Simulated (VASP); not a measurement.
# SrCl2 (Immm) in VASP: single point with HSE06

Aim: the single point of SrCl2 with HSE06.

Program: VASP 6.6.1. These are calculated values, not measurements. Logs are shortened: lines on timing, memory, paths and dates and some standing lists are left out, and cuts for length are marked.

**1. The cell of the first run**

It takes space group Immm (No. 71, orthorhombic). The conventional cell has a = 4.872 Å, b = 5.021 Å, c = 6.995 Å, α = 90.00°, β = 90.00°, γ = 90.00°. Within 4.0 Å of Sr (site symmetry mmm) lie 8 Cl at 3.01 to 3.05 Å. Within 4.0 Å of Cl (site symmetry mm2) lie 4 Sr at 3.01 to 3.05 Å and 6 Cl at 3.46 to 3.53 Å.

**2. Single point, HSE06 (shear xy strain -3.0%)**

File POSCAR:

```
SrCl2
1.0
   -0.0524657713      3.4977180853      3.4977180853
    3.4977180853     -0.0524657713      3.4977180853
    3.4452523140      3.4452523140      0.0000000000
Sr Cl
1 2
Direct
    0.0000000000      0.0000000000      0.0000000000
    0.2524415843      0.2524415843      0.2475584157
    0.7475584157      0.7475584157      0.7524415843
```

File INCAR.step1:

```
SYSTEM = SrCl2
PREC = Accurate
ENCUT = 520
EDIFF = 1E-5
ISMEAR = 0
SIGMA = 0.01
LREAL = .False.
LASPH = .True.
NELM = 100
ALGO = Normal
ISIF = 2
LWAVE = .True.
LCHARG = .False.
NBANDS = 19
GGA = PE
```

File INCAR.step2:

```
SYSTEM = SrCl2
PREC = Accurate
ENCUT = 520
EDIFF = 1E-7
ISMEAR = 0
SIGMA = 0.01
LREAL = .False.
LASPH = .True.
NELM = 100
ALGO = Normal
ISIF = 2
LWAVE = .False.
LCHARG = .False.
GGA = PE
LHFCALC = .True.
HFSCREEN = 0.2079
PRECFOCK = Normal
NBANDS = 19
ISTART = 1
```

File KPOINTS:

```
Automatic mesh
0
Gamma
  4 4 4
  0 0 0
```

Potentials or basis: VASP PAW PBE potentials, release 64 (Sr_sv, Cl).

On the command line:

```bash
$ cat potpaw_PBE.64/Sr_sv/POTCAR potpaw_PBE.64/Cl/POTCAR > POTCAR
$ cp INCAR.step1 INCAR
$ mpirun -np 1 vasp_std > vasp.out
$ cp INCAR.step2 INCAR
$ mpirun -np 1 vasp_std > vasp.out
```

OUTCAR:

```text
SYSTEM = SrCl2
   PREC = Accurate
   ENCUT = 520
   EDIFF = 1E-7
   ISMEAR = 0
   LREAL = .False.
   LASPH = .True.
   NELM = 100
   ISIF = 2
   GGA = PE
   LHFCALC = .True.
   HFSCREEN = 0.2079
   PRECFOCK = Normal
   ISTART = 1

 ion  position               nearest neighbor table
   1  0.000  0.000  0.000-   2 3.01   3 3.01   3 3.01   2 3.01   3 3.05   3 3.05   2 3.05   2 3.05

   2  0.252  0.252  0.248-   1 3.01   1 3.01   1 3.05   1 3.05
   3  0.748  0.748  0.752-   1 3.01   1 3.01   1 3.05   1 3.05

  LATTYP: Found a body centered orthorhombic cell.
 ALAT       =     4.8723225483
 B/A-ratio  =     1.0304568528
 C/A-ratio  =     1.4357498095

  Lattice vectors:

 A1 = (   0.0524657713,  -3.4977180853,  -3.4977180853)
 A2 = (  -0.0524657713,   3.4977180853,  -3.4977180853)
 A3 = (   3.4977180853,  -0.0524657713,   3.4977180853)

Analysis of symmetry for initial positions (statically):
=====================================================================
 Subroutine PRICEL returns:
 Original cell was already a primitive cell.

 Routine SETGRP: Setting up the symmetry group for a
 body centered orthorhombic supercell.

 Subroutine GETGRP returns: Found  8 space group operations
 (whereof  8 operations were pure point group operations)
 out of a pool of  8 trial point group operations.

The static configuration has the point symmetry D_2h.

Analysis of symmetry for dynamics (positions and initial velocities):
=====================================================================
 Subroutine PRICEL returns:
 Original cell was already a primitive cell.

 Routine SETGRP: Setting up the symmetry group for a
 body centered orthorhombic supercell.

 Subroutine GETGRP returns: Found  8 space group operations
 (whereof  8 operations were pure point group operations)
 out of a pool of  8 trial point group operations.

The dynamic configuration has the point symmetry D_2h.

 Subroutine INISYM returns: Found  8 space group operations
 (whereof  8 operations are pure point group operations),
 and found     1 'primitive' translations

----------------------------------------------------------------------------------------

                                     Primitive cell

  volume of cell :      85.5631

  direct lattice vectors                    reciprocal lattice vectors
    -0.052465771  3.497718085  3.497718085    -0.140837776  0.140837776  0.142950343
     3.497718085 -0.052465771  3.497718085     0.140837776 -0.140837776  0.142950343
     3.445252314  3.445252314  0.000000000     0.145127252  0.145127252 -0.142950343

  length of vectors
     4.946798588  4.946798588  4.872322548     0.245163943  0.245163943  0.250117250

  position of ions in fractional coordinates (direct lattice)
     0.000000000  0.000000000  0.000000000
     0.252441584  0.252441584  0.247558416
     0.747558416  0.747558416  0.752441584

  ion indices of the primitive-cell ions
   primitive index   ion index
                 1           1
                 2           2
                 3           3

----------------------------------------------------------------------------------------

 KPOINTS: Automatic mesh

Automatic generation of k-mesh.
 Grid dimensions read from file:
 generate k-points for:    4    4    4

 Generating k-lattice:

  Cartesian coordinates                     Fractional coordinates (reciprocal lattice)
    -0.035209444  0.035209444  0.035737586     0.250000000 -0.000000000  0.000000000
     0.035209444 -0.035209444  0.035737586    -0.000000000  0.250000000  0.000000000
     0.036281813  0.036281813 -0.035737586     0.000000000  0.000000000  0.250000000

  Length of vectors
     0.061290986  0.061290986  0.062529313

  Shift w.r.t. Gamma in fractional coordinates (k-lattice)
     0.000000000  0.000000000  0.000000000

 Subroutine IBZKPT returns following result:
 ===========================================

 Found     18 irreducible k-points:

 Following reciprocal coordinates:
            Coordinates               Weight
  0.000000  0.000000  0.000000      1.000000
  0.250000  0.000000  0.000000      4.000000
  0.500000  0.000000  0.000000      2.000000
  0.250000  0.250000  0.000000      2.000000
  0.500000  0.250000  0.000000      4.000000
 -0.250000  0.250000  0.000000      2.000000
[... 10 lines left out ...]
  0.250000  0.250000  0.500000      2.000000
 -0.250000  0.250000  0.500000      2.000000
   k-points           NKPTS =     18   k-points in BZ     NKDIM =     64   number of bands    NBANDS=     19
   number of dos      NEDOS =    301   number of ions     NIONS =      3
   total plane-waves  NPLWV =  57600
   dimension x,y,z NGX =    40 NGY =   40 NGZ =   36
   dimension x,y,z NGXF=    80 NGYF=   80 NGZF=   72
   ions per type =               1   2
   NGX,Y,Z   is equivalent  to a cutoff of  13.44, 13.44, 12.28 a.u.
   NGXF,Y,Z  is equivalent  to a cutoff of  26.89, 26.89, 24.57 a.u.
 SYSTEM =  SrCl2
   PREC   = accura    normal or accurate (medium, high low for compatibility)
   ISTART =      1    job   : 0-new  1-cont  2-samecut
   ICHARG =      0    charge: 1-file 2-atom 10-const
   ISPIN  =      1    spin polarized calculation?
   LNONCOLLINEAR =      F non collinear calculations
   LSORBIT =      F    spin-orbit coupling
   LASPH  =      T    aspherical Exc in radial PAW
   ENCUT  =  520.0 eV  38.22 Ry    6.18 a.u.   9.20  9.20  9.06*2*pi/ulx,y,z
   NELM   =    100;   NELMIN=  2; NELMDL=  0     # of ELM steps
   EDIFF  = 0.1E-06   stopping-criterion for ELM
   LREAL  =      F    real-space projection
   EDIFFG = 0.1E-05   stopping-criterion for IOM
   NSW    =      0    number of steps for IOM
   IBRION =     -1    ionic relax: 0-MD 1-quasi-New 2-CG
   NFREE  =      0    steps in history (QN), initial steepest desc. (CG)
   ISIF   =      2    stress and relaxation
   ISYM   =      3    0-nonsym 1-usesym 2-fastsym
   POTIM  = 0.5000    time-step for ionic-motion
   TEBEG  =    0.0;   TEEND  =   0.0 temperature during run
   PSTRESS=    0.0 pullay stress
   NELECT =      24.0000    total number of electrons
   NUPDOWN=      -1.0000    fix difference up-down
   EMIN   =  10.00;   EMAX   =-10.00  energy-range for DOS
   EFERMI =   0.00;   METHOD = LEGACY
   ISMEAR =     0;   SIGMA  =   0.01  broadening in eV -4-tet -1-fermi 0-gaus
   EFERMI_NEDOS =   21; number of points for ismear=-14 and -15
   IALGO  =     38    algorithm
   IMIX   =      1    mixing-type and parameters
     AMIX     =   0.40;   BMIX     =  1.00
     AMIX_MAG =   1.60;   BMIX_MAG =  1.00
  volume/ion in A,a.u.               =      28.52       192.47
  Fermi-wavevector in a.u.,A,eV,Ry     =   1.071642  2.025110 15.625153  1.148416
  Thomas-Fermi vector in A             =   2.207388
   LORBIT       =      0    0 simple, 1 ext, 2 COOP (PROOUT), +10 PAW based schemes
   GGA     = PE    functional components
   LHFCALC =     T    Hartree Fock is set to
   PRECFOCK=normal    Normal, Fast or Accurate (Low or Medium for compatibility)
   ENCUT4O =  -1.0   cutoff for four orbital integrals eV
   NKREDX  =     1    reduce k-point grid by
   NKREDY  =     1    reduce k-point grid by
   NKREDZ  =     1    reduce k-point grid by
   AEXX    =    0.2500 exact exchange contribution
   HFSCREEN=    0.2079 screening length (either q_TF or 0.3 A-1)
   HFSCREENC=   0.2079 screening length for correlation (either q_TF or 0.3 A-1)
   ENCUTFOCK=  -1.0 apply spherical cutoff to Coloumb kernel
   IVDW    =     0    specifies the selected vdW correction
   LEPSILON=     F    determine dielectric tensor
   LRPA    =     F    only Hartree local field effects (RPA)
 non-spin polarized calculation
 Gauss-broadening in eV      SIGMA  =   0.01
  energy-cutoff  :      520.00
  volume of cell :       85.56
 maximum number of plane-waves:      2324
 NGX is ok and might be reduce to    40
  NGX = 28; NGY = 28; NGZ = 28

 number of electron      24.0000000 magnetization

 Free energy of the ion-electron system (eV)
  ---------------------------------------------------
  ext. energy  EPLUGINS =         0.00000000
  ---------------------------------------------------
  free energy    TOTEN  =       -14.81066430 eV

  energy without entropy =      -14.81066430  energy(sigma->0) =      -14.81066430

 E-fermi :  -0.6553     XC(G=0):  -6.8785

 val. band max:       -0.8215402287   @ k =   0.5000   0.5000   0.0000
 cond. band min:       5.7618821292   @ k =   0.0000   0.0000   0.0000
 fundamental gap:      6.5834223579
 Fermi energy:        -0.6552818991

 k-point     1 :       0.0000    0.0000    0.0000
  band No.  band energies     occupation
      1     -35.8039      2.00000
      2     -16.5210      2.00000
      3     -16.5196      2.00000
      4     -16.5188      2.00000
      5     -15.3492      2.00000
      6     -14.4403      2.00000
[... 11 lines left out ...]
     18       9.7149      0.00000
     19      10.1475      0.00000

 k-point     2 :       0.2500    0.0000    0.0000
  band No.  band energies     occupation
      1     -35.8023      2.00000
      2     -16.7436      2.00000
      3     -16.5273      2.00000
      4     -16.5269      2.00000
      5     -15.0229      2.00000
      6     -14.5296      2.00000
[... 11 lines left out ...]
     18       9.3600      0.00000
     19      10.2612      0.00000

 k-point     3 :       0.5000    0.0000    0.0000
  band No.  band energies     occupation
      1     -35.8006      2.00000
      2     -16.8942      2.00000
      3     -16.5351      2.00000
      4     -16.5340      2.00000
      5     -14.9139      2.00000
      6     -14.4623      2.00000
[... 11 lines left out ...]
     18       9.3698      0.00000
     19       9.4234      0.00000

 k-point     4 :       0.2500    0.2500    0.0000
  band No.  band energies     occupation
      1     -35.8016      2.00000
      2     -16.8001      2.00000
      3     -16.5399      2.00000
      4     -16.5377      2.00000
      5     -14.8603      2.00000
      6     -14.6084      2.00000
[... 275 lines left out ...]
     18       9.1726      0.00000
     19      10.6113      0.00000

 k-point    17 :       0.2500    0.2500    0.5000
  band No.  band energies     occupation
      1     -35.8001      2.00000
      2     -16.8251      2.00000
      3     -16.6544      2.00000
      4     -16.5364      2.00000
      5     -14.7080      2.00000
      6     -14.6156      2.00000
[... 11 lines left out ...]
     18       9.2672      0.00000
     19      10.5038      0.00000

 k-point    18 :      -0.2500    0.2500    0.5000
  band No.  band energies     occupation
      1     -35.7991      2.00000
      2     -16.8080      2.00000
      3     -16.7691      2.00000
      4     -16.5586      2.00000
      5     -14.6217      2.00000
      6     -14.5559      2.00000
[... 11 lines left out ...]
     18      10.1920      0.00000
     19      11.2754      0.00000

------------------------ aborting loop because EDIFF is reached ----------------------------------------

  FORCE on cell =-STRESS in cart. coord.  units (eV):
  Direction    XX          YY          ZZ          XY          YZ          ZX
  --------------------------------------------------------------------------------------
  -------------------------------------------------------------------------------------
  Total        0.1438005      0.1438005      0.1505448      0.1498351      0.0000000      0.0000000
  in kB        2.6926777      2.6926777      2.8189649      2.8056756      0.0000000      0.0000000
  external PRESSURE =       2.7347734 kB  Pullay stress =       0.0000000 kB

 VOLUME and BASIS-vectors are now :
 -----------------------------------------------------------------------------
  energy-cutoff  :      520.00
  volume of cell :       85.56
      direct lattice vectors                 reciprocal lattice vectors
    -0.052465771  3.497718085  3.497718085    -0.140837776  0.140837776  0.142950343
     3.497718085 -0.052465771  3.497718085     0.140837776 -0.140837776  0.142950343
     3.445252314  3.445252314  0.000000000     0.145127252  0.145127252 -0.142950343

 POSITION                                       TOTAL-FORCE (eV/Angst)
 -----------------------------------------------------------------------------------
      0.00000      0.00000      0.00000        -0.000000     -0.000000     -0.000000
      1.72263      1.72263      1.76594         0.000000      0.000000     -0.003151
      5.16788      5.16788      5.22950        -0.000000     -0.000000      0.003151
 -----------------------------------------------------------------------------------
    total drift:                                0.000000     -0.000000     -0.000000

  FREE ENERGIE OF THE ION-ELECTRON SYSTEM (eV)
  ---------------------------------------------------
  free  energy   TOTEN  =       -14.8106642985 eV

  energy  without entropy=      -14.8106642985  energy(sigma->0) =      -14.81066430
```

Run time: 65 min. Hardware: 1 thread of Intel Xeon 8259CL, shared host; peak memory 0.37 GiB.

Results:

```yaml
Free_energy: -14.8107 eV
Pressure: 0.3 GPa
Largest_force: 0.003 eV/Å
Band_gap_on_the_k_mesh: 6.58 eV (least direct gap 6.82 eV)
```

Forces on the atoms (eV/Å):
```
Sr   0.000  0.000  0.000
Cl   0.000  0.000 -0.003
Cl   0.000  0.000  0.003
```

Stress tensor (GPa, compression positive):
```
0.27 0.28 0.00
0.28 0.27 0.00
0.00 0.00 0.28
```

Caveat: the cell differs from its parent crystal (shear xy strain -3.0%); the structure was generated, so it needn't be the stable form of SrCl2; the PAW data sets were made with another functional, which shifts forces and pressure a little.
